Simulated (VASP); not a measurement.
Runs of VASP 6.6.1 on LiH. The structure is that of space group I-4m2 (No. 119), or close to it. The cells are those of the table. 

```tsv
level	cell	smearing	gap on the mesh (eV)
r2SCAN	a = 3.032, b = 3.032, c = 2.857 Å, angles 61.9, 61.9, 56.2°, 2 atoms	gaussian 0.01 eV	4.64
PBE	a = 3.032, b = 3.032, c = 2.857 Å, angles 61.9, 61.9, 56.2°, 2 atoms	fermi-dirac 0.02 eV	(a)
PBE	a = 3.034, b = 2.961, c = 2.961 Å, angles 61.6, 59.2, 59.2°, 2 atoms	fermi-dirac 0.02 eV	4.19
r2SCAN	a = 3.034, b = 2.961, c = 2.961 Å, angles 61.6, 59.2, 59.2°, 2 atoms	gaussian 0.01 eV	4.77
```

Alike in all rows: task single point; potentials or basis VASP PAW PBE potentials, release 64 (Li_sv, H); no spin polarisation; k mesh 10 × 10 × 10; cutoff (eV) 520.

Task: Fill in the values left out.

Result: (a) 4.07.

A k mesh can miss the band edges.
